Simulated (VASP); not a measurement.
# Re (C2/c) in VASP: single point with PBE

Aim: the single point of Re with PBE.

Everything below comes from runs of VASP 6.6.1. Logs are shortened: lines on timing, memory, paths and dates and some standing lists are left out, and cuts for length are marked.

## (1) The cell of the first run

Symmetry: C2/c, No. 15, monoclinic system. The conventional cell has a = 2.590 Å, b = 7.541 Å, c = 3.120 Å, α = 90.00°, β = 92.02°, γ = 90.00°. Re (site symmetry 2) has 10 Re at 2.52 to 3.12 Å within 3.3 Å.

## (2) Single point, PBE

The input, INCAR:

```
PREC = Accurate
ENCUT = 560
EDIFF = 1E-6
ISMEAR = 0
SIGMA = 0.1
LREAL = F
LASPH = T
NELM = 120
ALGO = Normal
ISIF = 2
LWAVE = F
LCHARG = T
GGA = PE
LELF = T
LVHAR = T
NBANDS = 22
GGA_COMPAT = F
```

The input, KPOINTS:

```
Automatic mesh
0
Gamma
  8 8 6
```

The input, POSCAR:

```
Re
1.0
    1.2951377040     -3.7706955642      0.0000000000
    1.2951377040      3.7706955642      0.0000000000
   -0.1099883755      0.0000000000      3.1183788104
Re
2
Direct
    0.8690000000      0.1310000000      0.2500000000
    0.1310000000      0.8690000000      0.7500000000
```

Potentials or basis: VASP PAW PBE potentials, release 64 (Re_sv_GW).

On the command line:

```bash
$ cat potpaw_PBE.64/Re_sv_GW/POTCAR > POTCAR
$ mpirun -np 1 vasp_std > vasp.out
```

OUTCAR:

```text
PREC = Accurate
   ENCUT = 560
   EDIFF = 1E-6
   ISMEAR = 0
   LREAL = F
   LASPH = T
   NELM = 120
   ISIF = 2
   GGA = PE

 ion  position               nearest neighbor table
   1  0.869  0.131  0.250-   2 2.52   2 2.52   2 2.68   2 2.68   2 2.73   2 2.73
   2  0.131  0.869  0.750-   1 2.52   1 2.52   1 2.68   1 2.68   1 2.73   1 2.73

  LATTYP: Found a base centered monoclinic cell.
 ALAT       =     2.5902754080
 B/A-ratio  =     2.9114244397
 C/A-ratio  =     1.2046278548
 COS(beta)  =    -0.0352490928

  Lattice vectors:

 A1 = (   1.2951377040,  -3.7706955642,   0.0000000000)
 A2 = (   1.2951377040,   3.7706955642,   0.0000000000)
 A3 = (  -0.1099883755,   0.0000000000,   3.1183788104)

Analysis of symmetry for initial positions (statically):
=====================================================================
 Subroutine PRICEL returns:
 Original cell was already a primitive cell.

 Routine SETGRP: Setting up the symmetry group for a
 base centered monoclinic supercell.

 Subroutine GETGRP returns: Found  4 space group operations
 (whereof  2 operations were pure point group operations)
 out of a pool of  4 trial point group operations.

The static configuration has the point symmetry S_2 .
 The point group associated with its full space group is C_2h.

Analysis of symmetry for dynamics (positions and initial velocities):
=====================================================================
 Subroutine PRICEL returns:
 Original cell was already a primitive cell.

 Routine SETGRP: Setting up the symmetry group for a
 base centered monoclinic supercell.

 Subroutine GETGRP returns: Found  4 space group operations
 (whereof  2 operations were pure point group operations)
 out of a pool of  4 trial point group operations.

The dynamic configuration has the point symmetry S_2 .
 The point group associated with its full space group is C_2h.

 Subroutine INISYM returns: Found  4 space group operations
 (whereof  2 operations are pure point group operations),
 and found     1 'primitive' translations

----------------------------------------------------------------------------------------

                                     Primitive cell

  volume of cell :      30.4576

  direct lattice vectors                    reciprocal lattice vectors
     1.295137704 -3.770695564  0.000000000     0.386059334 -0.132601530  0.013616703
[... 82 lines left out ...]
   LSORBIT =      F    spin-orbit coupling
   LASPH  =      T    aspherical Exc in radial PAW
   ENCUT  =  560.0 eV  41.16 Ry    6.42 a.u.   7.69  7.69  6.02*2*pi/ulx,y,z
   NELM   =    120;   NELMIN=  2; NELMDL= -5     # of ELM steps
   EDIFF  = 0.1E-05   stopping-criterion for ELM
   LREAL  =      F    real-space projection
   EDIFFG = 0.1E-04   stopping-criterion for IOM
   NSW    =      0    number of steps for IOM
   IBRION =     -1    ionic relax: 0-MD 1-quasi-New 2-CG
   NFREE  =      0    steps in history (QN), initial steepest desc. (CG)
   ISIF   =      2    stress and relaxation
   ISYM   =      2    0-nonsym 1-usesym 2-fastsym
   POTIM  = 0.5000    time-step for ionic-motion
   TEBEG  =    0.0;   TEEND  =   0.0 temperature during run
   PSTRESS=    0.0 pullay stress
   NELECT =      30.0000    total number of electrons
   NUPDOWN=      -1.0000    fix difference up-down
   EMIN   =  10.00;   EMAX   =-10.00  energy-range for DOS
   EFERMI =   0.00;   METHOD = LEGACY
   ISMEAR =     0;   SIGMA  =   0.10  broadening in eV -4-tet -1-fermi 0-gaus
   EFERMI_NEDOS =   21; number of points for ismear=-14 and -15
   IALGO  =     38    algorithm
   IMIX   =      4    mixing-type and parameters
     AMIX     =   0.40;   BMIX     =  1.00
     AMIX_MAG =   1.60;   BMIX_MAG =  1.00
  volume/ion in A,a.u.               =      15.23       102.77
  Fermi-wavevector in a.u.,A,eV,Ry     =   1.628858  3.078095 36.098672  2.653178
  Thomas-Fermi vector in A             =   2.721419
   LORBIT       =      0    0 simple, 1 ext, 2 COOP (PROOUT), +10 PAW based schemes
   GGA     = PE    functional components
   LHFCALC =     F    Hartree Fock is set to
   AEXX    =    0.0000 exact exchange contribution
   IVDW    =     0    specifies the selected vdW correction
   LEPSILON=     F    determine dielectric tensor
   LRPA    =     F    only Hartree local field effects (RPA)
 non-spin polarized calculation
 Gauss-broadening in eV      SIGMA  =   0.10
  energy-cutoff  :      560.00
  volume of cell :       30.46
 maximum number of plane-waves:       927
   NGX = 15   NGY = 15   NGZ = 13

 number of electron      29.9999998 magnetization

 Free energy of the ion-electron system (eV)
  ---------------------------------------------------
  ext. energy  EPLUGINS =         0.00000000
  ---------------------------------------------------
  free energy    TOTEN  =       -26.41334271 eV

  energy without entropy =      -26.40284908  energy(sigma->0) =      -26.40809590

 E-fermi :  12.8902     XC(G=0): -13.9316

 val. band max:       12.8779162852   @ k =   0.5000   0.3750   0.3333
 cond. band min:      12.8911542317   @ k =  -0.2500  -0.0000   0.3333
 fundamental gap:      0.0132379465
 Fermi energy:        12.8901983780

 k-point     1 :       0.0000    0.0000    0.0000
  band No.  band energies     occupation
      1     -67.3615      2.00000
      2     -67.1479      2.00000
      3     -29.8814      2.00000
      4     -29.5393      2.00000
      5     -28.6994      2.00000
      6     -28.5165      2.00000
[... 589 lines left out ...]
     21      23.3930      0.00000
     22      25.7586      0.00000

 [... further k-points ...]

------------------------ aborting loop because EDIFF is reached ----------------------------------------

  FORCE on cell =-STRESS in cart. coord.  units (eV):
  Direction    XX          YY          ZZ          XY          YZ          ZX
  --------------------------------------------------------------------------------------
  -------------------------------------------------------------------------------------
  Total        6.9668379      5.3460026     -1.9890785      0.0000000      0.0000000      0.4181546
  in kB      366.4797683    281.2182288   -104.6324098      0.0000000      0.0000000     21.9963793
  external PRESSURE =     181.0218624 kB  Pullay stress =       0.0000000 kB

 VOLUME and BASIS-vectors are now :
 -----------------------------------------------------------------------------
  energy-cutoff  :      560.00
  volume of cell :       30.46
      direct lattice vectors                 reciprocal lattice vectors
     1.295137704 -3.770695564  0.000000000     0.386059334 -0.132601530  0.013616703
     1.295137704  3.770695564  0.000000000     0.386059334  0.132601530  0.013616703
    -0.109988375  0.000000000  3.118378810     0.000000000  0.000000000  0.320679449

 POSITION                                       TOTAL-FORCE (eV/Angst)
 -----------------------------------------------------------------------------------
      1.26764     -2.78277      0.77959         0.000000      0.692600      0.000000
      1.21265      2.78277      2.33878        -0.000000     -0.692600      0.000000
 -----------------------------------------------------------------------------------
    total drift:                                0.000000      0.000000     -0.000000

  FREE ENERGIE OF THE ION-ELECTRON SYSTEM (eV)
  ---------------------------------------------------
  free  energy   TOTEN  =       -26.4133427090 eV

  energy  without entropy=      -26.4028490817  energy(sigma->0) =      -26.40809590
```

OSZICAR:

```text
N       E                     dE             d eps       ncg     rms          rms(c)
DAV:   1     0.290524057224E+03    0.29052E+03   -0.21590E+04  5072   0.151E+03
DAV:   2    -0.147769222660E+02   -0.30530E+03   -0.29372E+03  6228   0.435E+02
DAV:   3    -0.279900442531E+02   -0.13213E+02   -0.13079E+02  6014   0.842E+01
DAV:   4    -0.281300218070E+02   -0.13998E+00   -0.13995E+00  5586   0.881E+00
DAV:   5    -0.281311634263E+02   -0.11416E-02   -0.11416E-02  6062   0.730E-01    0.164E+02
DAV:   6    -0.266406696129E+02    0.14905E+01   -0.23173E+00  5574   0.110E+01    0.833E+01
DAV:   7    -0.264341329996E+02    0.20654E+00   -0.12970E+00  5988   0.785E+00    0.627E+00
DAV:   8    -0.264129932567E+02    0.21140E-01   -0.95718E-02  5514   0.248E+00    0.335E+00
DAV:   9    -0.264133376645E+02   -0.34441E-03   -0.27010E-03  5820   0.606E-01    0.724E-01
DAV:  10    -0.264133321605E+02    0.55040E-05   -0.75074E-05  5770   0.712E-02    0.607E-02
DAV:  11    -0.264133426281E+02   -0.10468E-04   -0.55210E-06  5874   0.264E-02    0.149E-02
DAV:  12    -0.264133427090E+02   -0.80864E-07   -0.36428E-07  3222   0.624E-03
   1 F= -.26413343E+02 E0= -.26408096E+02  d E =-.104936E-01
```

Wall time 55 s (1 thread of AMD EPYC 7R13 (Zen 3), shared host); peak memory 0.19 GiB.

Results:

```
Free energy            : -26.4133 eV
Pressure               : 18.1 GPa
Largest force          : 0.693 eV/Å
Band gap on the k mesh : zero (bands 15 and 16 overlap by 2.78 eV)
```

Forces on the atoms (eV/Å):
```
Re   0.000  0.693  0.000
Re   0.000 -0.693  0.000
```

Caveat: the stress differs along the axes, from -10 to 37 GPa; spin-orbit coupling is left out, which moves the levels of the heavy elements.
